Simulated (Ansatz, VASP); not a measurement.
Two plane-wave programs on Zr

POSCAR

```
Zr
1.0
    3.2466439786      0.0000000000      0.0000000000
   -1.6233219893      2.8116761625      0.0000000000
    0.0000000000      0.0000000000      5.1496488093
Zr
2
Direct
    0.3333333333      0.6666666667      0.2500000000
    0.6666666667      0.3333333333      0.7500000000
```

INCAR.step1

```
SYSTEM = Zr
PREC = Accurate
ENCUT = 520
ISMEAR = -1
SIGMA = 0.02
LREAL = .False.
LASPH = .True.
NELM = 60
NBANDS = 19
GGA = PE
ALGO = Normal
EDIFF = 1E-4
LWAVE = .True.
LCHARG = .False.
```

The input INCAR.step2:

```
SYSTEM = Zr
PREC = Accurate
ENCUT = 520
EDIFF = 1E-7
ISMEAR = -1
SIGMA = 0.02
LREAL = .False.
LASPH = .True.
NELM = 60
ALGO = Normal
ISIF = 2
LWAVE = .False.
LCHARG = .False.
METAGGA = R2SCAN
LMIXTAU = .True.
NBANDS = 19
ISTART = 1
```

The input KPOINTS:

```
Automatic mesh
0
Gamma
  12 12 6
  0 0 0
```

Input for Ansatz:

```yaml
crystal:
  lattice:
    - [3.2466439786, 0.0, 0.0]
    - [-1.6233219893, 2.8116761625, 0.0]
    - [0.0, 0.0, 5.1496488093]
  atoms:
    - { symbol: Zr, position: [0.3333333333, 0.6666666667, 0.25] }
    - { symbol: Zr, position: [0.6666666667, 0.3333333333, 0.75] }
kpoints:
  mp_grid: { grid: [12, 12, 6] }
  band_path:
    path:
      - [0.0, 0.0, 0.0]
      - [0.5, 0.0, 0.0]
      - [0.3333333333, 0.3333333333, 0.0]
      - [0.0, 0.0, 0.5]
      - [0.5, 0.0, 0.5]
      - [0.3333333333, 0.3333333333, 0.5]
      - [0.0333333333, 0.0333333333, 0.0]
      - [0.1666666667, 0.4166666667, 0.3333333333]
      - [0.0, 0.0, 0.2]
    npoints: 1
hamiltonian:
  xc: r2scan
scf:
  occupations: { method: fermi_dirac, width: 0.02 }
  n_extra_bands: 4
output:
  forces: true
  stress: true
  eigenvalues: true
```

Alike in both runs: task single point; functional r2SCAN; k mesh 12 × 12 × 6; occupations fermi-dirac, width 0.02 eV; no spin polarisation.

|  | VASP | Ansatz |
| --- | --- | --- |
| version | VASP 6.6.1 | Ansatz 0.2.0 |
| potentials or method | VASP PAW PBE potentials, release 64 (Zr_sv) | plane waves, PAW |
| plane-wave cutoff (eV) | 520 | 500 |
| valence electrons in the cell | 24 | 24 |

|  | VASP | Ansatz | Ansatz less VASP |
| --- | --- | --- | --- |
| pressure (GPa) | 0.0 | 0.0 | +0.01 |
| traceless stress, the component that is largest in VASP (GPa) | 0.04 | 0.05 | +0.009 |

VASP's potentials were made for PBE, not for r2SCAN. The functional is the same, so the differences come from potentials, cutoffs and numerics.
